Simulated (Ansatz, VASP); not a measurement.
One calculation of PbS, two programs

```
CELL_PARAMETERS angstrom
4.12247 0.00000 0.00000
-2.06123 3.57016 0.00000
0.00000 0.00000 7.35916
ATOMIC_POSITIONS crystal
Pb 0.66667 0.33333 0.75000
Pb 0.33333 0.66667 0.25000
S 0.00000 0.00000 0.00000
S 0.00000 0.00000 0.50000
```

Alike in both runs: functional PBE; k mesh 6 × 6 × 4; occupations gaussian, width 0.1 eV; no spin polarisation.

Ansatz relaxed the structure, and its values are those at the end. VASP's run is a single point on that final structure, the one shown.

|  | VASP | Ansatz |
| --- | --- | --- |
| version | VASP 6.6.1 | Ansatz 0.2.0 |
| potentials or method | VASP PAW PBE potentials, release 64 (Pb_d, S), cutoff 520 eV | scalar-relativistic, plane waves, PAW |
| valence electrons in the cell | 40 | 40 |

|  | VASP | Ansatz | Ansatz less VASP |
| --- | --- | --- | --- |
| gap on the k mesh at the Fermi level (eV) | 0.24 | 0.23 | -0.006 |
| least direct gap on the mesh (eV) | 0.26 | 0.25 | -0.006 |
| pressure (GPa) | 0.0 | 0.1 | +0.06 |

The functional is the same, so the differences come from potentials, cutoffs and numerics.

Spin-orbit coupling is off throughout.
